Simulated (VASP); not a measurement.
Wanted: the native input for a VASP 6.6.1 run.

```
Task                   : single point
Functional             : PBE
Potentials or basis    : VASP PAW PBE potentials, release 64 (Mg, O)
Cutoff                 : 520 eV
k mesh                 : 6 × 6 × 8
Occupations            : gaussian, width 0.02 eV
Spin                   : no spin polarisation
Dipole correction      : no
Further INCAR settings : ALGO = Normal; EDIFF = 1e-06; NBANDS = 11
```

The structure of MgO lies in POSCAR:

```
MgO
1.0
    5.2987178919      0.0000000000      0.0000000000
    0.0000000000      5.2987178919      0.0000000000
    0.0000000000      0.0000000000      3.6069047225
Mg O
1 1
Direct
    0.5000000000      0.5000000000      0.0000000000
    0.5000000000      0.5000000000      0.5000000000
```

These files were run (other wordings do the same):

INCAR

```
PREC = Accurate
ENCUT = 520
EDIFF = 1E-6
ISMEAR = 0
SIGMA = 0.02
LREAL = False
LASPH = True
NELM = 80
ALGO = Normal
ISIF = 2
LWAVE = False
LCHARG = False
GGA = PE
NBANDS = 11
```

KPOINTS

```
Automatic mesh
0
Gamma
  6 6 8
```

Potentials or basis: VASP PAW PBE potentials, release 64 (Mg, O).

Command:

```console
$ cat potpaw_PBE.64/Mg/POTCAR potpaw_PBE.64/O/POTCAR > POTCAR
$ mpirun -np 1 vasp_std > vasp.out
```

Results of the run:

```yaml
Pressure: 0.0 GPa
Band_gap_on_the_k_mesh: 2.36 eV, indirect (least direct gap 2.61 eV)
```

It took 28 s on 1 thread of AMD EPYC 9R45 96-Core Processor (Zen 5) (shared host), peak memory 0.2 GiB.
